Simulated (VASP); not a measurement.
Wanted: the native input for a VASP 6.6.1 run.

```yaml
Task: single point
Functional: PBE
Potentials_or_basis: VASP PAW PBE potentials, release 64 (Ge_d)
Cutoff: 520 eV
k_mesh: 11 × 11 × 11
Occupations: gaussian, width 0.028 eV
Spin: no spin polarisation
Dipole_correction: no
Further_INCAR_settings: ALGO = Normal; EDIFF = 1e-06; NBANDS = 21
```

The structure of Ge lies in POSCAR:

```
Ge
1.0
   -2.5744897190      2.5744897190      1.3974126432
    2.5744897190     -2.5744897190      1.3974126432
    2.5744897190      2.5744897190     -1.3974126432
Ge
2
Direct
    0.5000000000      0.5000000000      0.0000000000
    0.2500000000      0.7500000000      0.5000000000
```

These files were run (other wordings do the same):

INCAR

```
ALGO = Normal ; EDIFF = 1E-6
ENCUT = 520 ; GGA = PE
ISIF = 2 ; ISMEAR = 0
LASPH = T ; LCHARG = F
LREAL = F ; LWAVE = F
NBANDS = 21 ; NELM = 80
PREC = Accurate ; SIGMA = 0.028000000000000004
```

KPOINTS

```
k-points
0
Gamma
  11 11 11
```

Potentials or basis: VASP PAW PBE potentials, release 64 (Ge_d).

Command:

```bash
$ cat potpaw_PBE.64/Ge_d/POTCAR > POTCAR
$ mpirun -np 1 vasp_std > vasp.out
```

It gave:

```yaml
Pressure: 3.1 GPa
Band_gap_on_the_k_mesh: zero (bands 14 and 15 overlap by 4.71 eV)
```

Caveat: the cell stands under pressure.

Wall time 2.3 min on 1 thread of Intel Xeon 8259CL, on a shared host, peak memory 0.22 GiB.
